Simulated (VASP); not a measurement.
The system is AgAu3.

```xyz
4
Lattice="4.0750 0.0000 0.0000 0.0000 4.0750 0.0000 0.0000 0.0000 4.0750" Properties=species:S:1:pos:R:3 pbc="T T T"
Au    0.0000    0.0000    0.0000
Au    0.0000    2.0375    2.0375
Au    2.0375    0.0000    2.0375
Ag    2.0375    2.0375    0.0000
```

```yaml
Program: VASP 6.6.1
Task: relaxation of cell and atoms
Functional: LDA
Potentials_or_basis: VASP PAW LDA potentials, release 64 (Au, Ag)
Cutoff: 600 eV
k_mesh: 6 × 6 × 6
Occupations: methfessel-paxton, width 0.1 eV
Spin: no spin polarisation
```

At the start: pressure -4.7 GPa; volume 16.92 Å³/atom.

Q: Where does the relaxation end?

A: Over 3 steps the energy falls by 7.1 meV/atom and the volume is 16.45 Å³/atom (-2.7 %); space group Pm-3m (No. 221, to 0.05 Å).

Step by step:
```
step  energy change (eV)  largest force (eV/Å)  pressure (GPa)  volume (Å³)
   1              0.0000                0.0000           -4.71        67.67
   2              0.0502                0.0000            9.16        62.91
   3             -0.0283                0.0000           -0.07        65.82
```

Final structure:
```
Au Ag
1.0
     4.03753    0.00000    0.00000
     0.00000    4.03753    0.00000
     0.00000    0.00000    4.03753
Au Ag
3 1
Direct
  0.00000 0.00000 0.00000
  0.00000 0.50000 0.50000
  0.50000 0.00000 0.50000
  0.50000 0.50000 0.00000
```
